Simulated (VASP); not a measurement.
# HfB2 (P6/mmm) in VASP: further runs

The runs below take HfB2 through single point, relaxation of cell and atoms, with LDA.

Everything below comes from runs of VASP 6.6.1. Logs are shortened: lines on timing, memory, paths and dates and some standing lists are left out, and cuts for length are marked.

### 1 The cell of the first run

Symmetry: P6/mmm, No. 191, hexagonal system. Conventional cell: a = 3.106 Å, b = 3.106 Å, c = 3.415 Å, α = 90.00°, β = 90.00°, γ = 120.00°. Within 3.3 Å of Hf (site symmetry 6/mmm) lie 12 B at 2.48 Å and 6 Hf at 3.11 Å. B (site symmetry -6m2) has 3 B at 1.79 Å within 2.4 Å.

### 2 Single point, LDA

File INCAR:

```
SYSTEM = HfB2
  ALGO = Normal
  EDIFF = 1E-6
  ENCUT = 500
  GGA_COMPAT = .False.
  ISIF = 2
  ISMEAR = 1
  LASPH = .True.
  LCHARG = .False.
  LREAL = .False.
  LWAVE = .False.
  NBANDS = 15
  NELM = 120
  PREC = Accurate
  SIGMA = 0.05
```

File KPOINTS:

```
k-points
0
Gamma
  9 9 7
  0 0 0
```

File POSCAR:

```
HfB2
1.0
    3.1061297820      0.0000000000      0.0000000000
   -1.5530648910      2.6899872987      0.0000000000
    0.0000000000      0.0000000000      3.4152386956
Hf B
1 2
Direct
    0.0000000000      0.0000000000      0.0000000000
    0.3333333333      0.6666666667      0.5000000000
    0.6666666667      0.3333333333      0.5000000000
```

Potentials or basis: VASP PAW LDA potentials, release 64 (Hf_pv, B).

On the command line:

```
$ cat potpaw_LDA.64/Hf_pv/POTCAR potpaw_LDA.64/B/POTCAR > POTCAR
$ mpirun -np 1 vasp_std > vasp.out
```

OUTCAR:

```text
SYSTEM = HfB2
   EDIFF = 1E-6
   ENCUT = 500
   ISIF = 2
   ISMEAR = 1
   LASPH = .True.
   LREAL = .False.
   NELM = 120
   PREC = Accurate

 ion  position               nearest neighbor table
   1  0.000  0.000  0.000-   2 2.48   3 2.48   2 2.48   3 2.48   3 2.48   3 2.48   2 2.48   2 2.48
                             3 2.48   3 2.48   2 2.48   2 2.48
   2  0.333  0.667  0.500-   3 1.79   3 1.79   3 1.79   1 2.48   1 2.48   1 2.48   1 2.48   1 2.48
                             1 2.48
   3  0.667  0.333  0.500-   2 1.79   2 1.79   2 1.79   1 2.48   1 2.48   1 2.48   1 2.48   1 2.48
                             1 2.48

  LATTYP: Found a hexagonal cell.
 ALAT       =     3.1061297820
 C/A-ratio  =     1.0995157754

  Lattice vectors:

 A1 = (   3.1061297820,   0.0000000000,   0.0000000000)
 A2 = (  -1.5530648910,   2.6899872987,   0.0000000000)
 A3 = (   0.0000000000,   0.0000000000,   3.4152386956)

Analysis of symmetry for initial positions (statically):
=====================================================================
 Subroutine PRICEL returns:
 Original cell was already a primitive cell.

 Routine SETGRP: Setting up the symmetry group for a
 hexagonal supercell.

 Subroutine GETGRP returns: Found 24 space group operations
 (whereof 24 operations were pure point group operations)
 out of a pool of 24 trial point group operations.

The static configuration has the point symmetry D_6h.

Analysis of symmetry for dynamics (positions and initial velocities):
=====================================================================
 Subroutine PRICEL returns:
 Original cell was already a primitive cell.

 Routine SETGRP: Setting up the symmetry group for a
 hexagonal supercell.

 Subroutine GETGRP returns: Found 24 space group operations
 (whereof 24 operations were pure point group operations)
 out of a pool of 24 trial point group operations.

The dynamic configuration has the point symmetry D_6h.

 Subroutine INISYM returns: Found 24 space group operations
 (whereof 24 operations are pure point group operations),
 and found     1 'primitive' translations

----------------------------------------------------------------------------------------

                                     Primitive cell

  volume of cell :      28.5359

  direct lattice vectors                    reciprocal lattice vectors
     3.106129782  0.000000000  0.000000000     0.321944049  0.185874484  0.000000000
    -1.553064891  2.689987299  0.000000000     0.000000000  0.371748967  0.000000000
     0.000000000  0.000000000  3.415238696     0.000000000  0.000000000  0.292805303

  length of vectors
     3.106129782  3.106129782  3.415238696     0.371748967  0.371748967  0.292805303

  position of ions in fractional coordinates (direct lattice)
     0.000000000  0.000000000  0.000000000
     0.333333333  0.666666667  0.500000000
     0.666666667  0.333333333  0.500000000

  ion indices of the primitive-cell ions
   primitive index   ion index
                 1           1
                 2           2
                 3           3

----------------------------------------------------------------------------------------

 KPOINTS: k-points

Automatic generation of k-mesh.
 Grid dimensions read from file:
 generate k-points for:    9    9    7

 Generating k-lattice:

  Cartesian coordinates                     Fractional coordinates (reciprocal lattice)
     0.035771561  0.020652720  0.000000000     0.111111111  0.000000000  0.000000000
     0.000000000  0.041305441  0.000000000     0.000000000  0.111111111  0.000000000
     0.000000000  0.000000000  0.041829329     0.000000000  0.000000000  0.142857143

  Length of vectors
     0.041305441  0.041305441  0.041829329

  Shift w.r.t. Gamma in fractional coordinates (k-lattice)
     0.000000000  0.000000000  0.000000000

 Subroutine IBZKPT returns following result:
 ===========================================

 Found     48 irreducible k-points:

 Following reciprocal coordinates:
            Coordinates               Weight
  0.000000  0.000000  0.000000      1.000000
  0.111111  0.000000  0.000000      6.000000
  0.222222 -0.000000  0.000000      6.000000
  0.333333  0.000000  0.000000      6.000000
  0.444444 -0.000000  0.000000      6.000000
  0.111111  0.111111  0.000000      6.000000
[... 16 lines left out ...]
  0.333333  0.222222  0.142857     24.000000
  0.333333  0.333333  0.142857      4.000000
 [... further k-points ...]
   k-points           NKPTS =     48   k-points in BZ     NKDIM =     48   number of bands    NBANDS=     15
   number of dos      NEDOS =    301   number of ions     NIONS =      3
   total plane-waves  NPLWV =  16128
   dimension x,y,z NGX =    24 NGY =   24 NGZ =   28
   dimension x,y,z NGXF=    48 NGYF=   48 NGZF=   56
   ions per type =               1   2
   NGX,Y,Z   is equivalent  to a cutoff of  12.85, 12.85, 13.63 a.u.
   NGXF,Y,Z  is equivalent  to a cutoff of  25.69, 25.69, 27.26 a.u.
 SYSTEM =  HfB2
   PREC   = accura    normal or accurate (medium, high low for compatibility)
   ISTART =      0    job   : 0-new  1-cont  2-samecut
   ICHARG =      2    charge: 1-file 2-atom 10-const
   ISPIN  =      1    spin polarized calculation?
   LNONCOLLINEAR =      F non collinear calculations
   LSORBIT =      F    spin-orbit coupling
   LASPH  =      T    aspherical Exc in radial PAW
   ENCUT  =  500.0 eV  36.75 Ry    6.06 a.u.   5.66  5.66  6.23*2*pi/ulx,y,z
   NELM   =    120;   NELMIN=  2; NELMDL= -5     # of ELM steps
   EDIFF  = 0.1E-05   stopping-criterion for ELM
   LREAL  =      F    real-space projection
   EDIFFG = 0.1E-04   stopping-criterion for IOM
   NSW    =      0    number of steps for IOM
   IBRION =     -1    ionic relax: 0-MD 1-quasi-New 2-CG
   NFREE  =      0    steps in history (QN), initial steepest desc. (CG)
   ISIF   =      2    stress and relaxation
   ISYM   =      2    0-nonsym 1-usesym 2-fastsym
   POTIM  = 0.5000    time-step for ionic-motion
   TEBEG  =    0.0;   TEEND  =   0.0 temperature during run
   PSTRESS=    0.0 pullay stress
   NELECT =      16.0000    total number of electrons
   NUPDOWN=      -1.0000    fix difference up-down
   EMIN   =  10.00;   EMAX   =-10.00  energy-range for DOS
   EFERMI =   0.00;   METHOD = LEGACY
   ISMEAR =     1;   SIGMA  =   0.05  broadening in eV -4-tet -1-fermi 0-gaus
   EFERMI_NEDOS =   21; number of points for ismear=-14 and -15
   IALGO  =     38    algorithm
   IMIX   =      4    mixing-type and parameters
     AMIX     =   0.40;   BMIX     =  1.00
     AMIX_MAG =   1.60;   BMIX_MAG =  1.00
  volume/ion in A,a.u.               =       9.51        64.19
  Fermi-wavevector in a.u.,A,eV,Ry     =   1.349951  2.551037 24.794802  1.822367
  Thomas-Fermi vector in A             =   2.477495
   LORBIT       =      0    0 simple, 1 ext, 2 COOP (PROOUT), +10 PAW based schemes
   GGA     = CA    functional components
   LHFCALC =     F    Hartree Fock is set to
   AEXX    =    0.0000 exact exchange contribution
   IVDW    =     0    specifies the selected vdW correction
   LEPSILON=     F    determine dielectric tensor
   LRPA    =     F    only Hartree local field effects (RPA)
 non-spin polarized calculation
 Methfessel and Paxton  Order N= 1 SIGMA  =   0.05
  energy-cutoff  :      500.00
  volume of cell :       28.54
 maximum number of plane-waves:       743
 NGX is ok and might be reduce to    24
   NGX = 11   NGY = 11   NGZ = 13

 number of electron      16.0000000 magnetization

 Free energy of the ion-electron system (eV)
  ---------------------------------------------------
  ext. energy  EPLUGINS =         0.00000000
  ---------------------------------------------------
  free energy    TOTEN  =       -28.94086125 eV

  energy without entropy =      -28.94074716  energy(sigma->0) =      -28.94082322

 E-fermi :   8.0099     XC(G=0): -12.9115

 val. band max:        7.9900988291   @ k =   0.2222   0.2222   0.0000
 cond. band min:       8.1237390785   @ k =   0.3333   0.2222   0.0000
 fundamental gap:      0.1336402493
 Fermi energy:         8.0098921374

 k-point     1 :       0.0000    0.0000    0.0000
  band No.  band energies     occupation
      1     -22.3578      2.00000
      2     -21.7994      2.00000
      3     -21.7994      2.00000
      4      -5.7985      2.00000
      5       4.9170      2.00000
      6       4.9587      2.00000
      7       4.9587      2.00000
      8       5.3858      2.00000
      9      12.1311      0.00000
     10      12.1311      0.00000
     11      12.8783      0.00000
     12      12.8783      0.00000
     13      13.1371      0.00000
     14      13.1371      0.00000
     15      13.3445      0.00000

 k-point     2 :       0.1111    0.0000    0.0000
  band No.  band energies     occupation
      1     -22.3398      2.00000
      2     -21.9093      2.00000
      3     -21.8236      2.00000
      4      -5.5228      2.00000
      5       4.2709      2.00000
      6       4.9598      2.00000
      7       5.1226      2.00000
      8       5.1778      2.00000
      9      11.2801      0.00000
     10      11.9438      0.00000
     11      11.9555      0.00000
     12      12.4603      0.00000
     13      13.9668      0.00000
     14      14.5646      0.00000
     15      14.8405      0.00000

 k-point     3 :       0.2222   -0.0000    0.0000
  band No.  band energies     occupation
      1     -22.2941      2.00000
      2     -22.1779      2.00000
      3     -21.8844      2.00000
      4      -4.7538      2.00000
      5       2.7913      2.00000
      6       4.5767      2.00000
      7       4.8874      2.00000
      8       5.6203      2.00000
      9      10.2193      0.00000
     10      11.5134      0.00000
     11      11.8949      0.00000
     12      12.1757      0.00000
     13      14.4453      0.00000
     14      15.5539      0.00000
     15      16.7462      0.00000
[... 343 lines left out ...]
 k-point    23 :       0.3333    0.2222    0.1429
  band No.  band energies     occupation
      1     -22.5331      2.00000
      2     -22.2482      2.00000
      3     -22.2108      2.00000
      4      -1.5255      2.00000
      5      -0.1129      2.00000
      6       1.6328      2.00000
      7       4.5775      2.00000
      8       5.8669      2.00000
      9       9.4146      0.00000
     10      11.0050      0.00000
     11      13.1722      0.00000
     12      15.0683      0.00000
     13      17.0644      0.00000
     14      18.4412      0.00000
     15      19.0933      0.00000

 k-point    24 :       0.3333    0.3333    0.1429
  band No.  band energies     occupation
      1     -22.4045      2.00000
      2     -22.4045      2.00000
      3     -22.2383      2.00000
      4      -0.3929      2.00000
      5      -0.3929      2.00000
      6       0.4759      2.00000
      7       5.1807      2.00000
      8       5.1807      2.00000
      9      10.6418      0.00000
     10      10.6418      0.00000
     11      11.6858      0.00000
     12      17.1717      0.00000
     13      17.1717      0.00000
     14      17.5478      0.00000
     15      20.5298      0.00000

 [... further k-points ...]
[... 5 lines left out ...]
  --------------------------------------------------------------------------------------
  -------------------------------------------------------------------------------------
  Total        0.0877120      0.0877120      0.2107897      0.0000000      0.0000000      0.0000000
  in kB        4.9246897      4.9246897     11.8350229      0.0000000      0.0000000      0.0000000
  external PRESSURE =       7.2281341 kB  Pullay stress =       0.0000000 kB

 VOLUME and BASIS-vectors are now :
 -----------------------------------------------------------------------------
  energy-cutoff  :      500.00
  volume of cell :       28.54
      direct lattice vectors                 reciprocal lattice vectors
     3.106129782  0.000000000  0.000000000     0.321944049  0.185874484  0.000000000
    -1.553064891  2.689987299  0.000000000     0.000000000  0.371748967  0.000000000
     0.000000000  0.000000000  3.415238696     0.000000000  0.000000000  0.292805303

 POSITION                                       TOTAL-FORCE (eV/Angst)
 -----------------------------------------------------------------------------------
      0.00000      0.00000      0.00000         0.000000      0.000000      0.000000
     -0.00000      1.79332      1.70762         0.000000      0.000000     -0.000000
      1.55306      0.89666      1.70762        -0.000000     -0.000000      0.000000
 -----------------------------------------------------------------------------------
    total drift:                               -0.000000      0.000000      0.000000

  FREE ENERGIE OF THE ION-ELECTRON SYSTEM (eV)
  ---------------------------------------------------
  free  energy   TOTEN  =       -28.9408612465 eV

  energy  without entropy=      -28.9407471583  energy(sigma->0) =      -28.94082322
```

Run time: 8 s. Hardware: 1 thread of Intel Xeon 6975P-C (Granite Rapids), shared host; peak memory 0.14 GiB.

What came out:

- Free energy: -28.9409 eV
- Pressure: 0.7 GPa
- Band gap on the k mesh: zero (band 8 reaches 8.64 eV, above the bottom of band 9 at 7.99 eV)

Caveat: spin-orbit coupling is left out, which moves the levels of the heavy elements.

### 3 Single point, LDA

File INCAR:

```
ALGO = Normal
EDIFF = 1E-6
ENCUT = 500
GGA = CA
GGA_COMPAT = F
ISIF = 2
ISMEAR = 1
LASPH = T
LCHARG = T
LELF = T
LREAL = F
LVHAR = T
LWAVE = F
NBANDS = 15
NELM = 120
PREC = Accurate
SIGMA = 0.05
```

File KPOINTS:

```
k-points
0
Gamma
  9 9 8
```

POSCAR is that of step 2.

Potentials or basis: VASP PAW LDA potentials, release 64 (Hf_pv, B).

On the command line:

```
$ cat potpaw_LDA.64/Hf_pv/POTCAR potpaw_LDA.64/B/POTCAR > POTCAR
$ mpirun -np 1 vasp_std > vasp.out
```

It took 9 s on 1 thread of Intel Xeon 6975P-C (Granite Rapids), shared host; peak memory 0.14 GiB.

It converged, with:

```
Free energy            : -28.9391 eV
Pressure               : 0.7 GPa
Band gap on the k mesh : zero (band 8 reaches 8.50 eV, above the bottom of band 9 at 7.84 eV)
```

Stress tensor (GPa, compression positive):
```
0.29 0.00 0.00
0.00 0.29 0.00
0.00 0.00 1.59
```

Levels at points of the mesh, in eV from the Fermi level:
```
           k point  band 5  band 6  band 7  band 8  band 9  band 10  band 11  band 12
(0.00, 0.00, 0.00)   -3.06   -3.02   -3.02   -2.60    4.15     4.15     4.90     4.90
(0.00, 0.00, 0.50)   -8.42   -1.21   -1.21    0.23    0.23     0.99     0.99     2.42
```

Caveat: spin-orbit coupling is left out, which moves the levels of the heavy elements.

(Continued in part 2 of 2.)
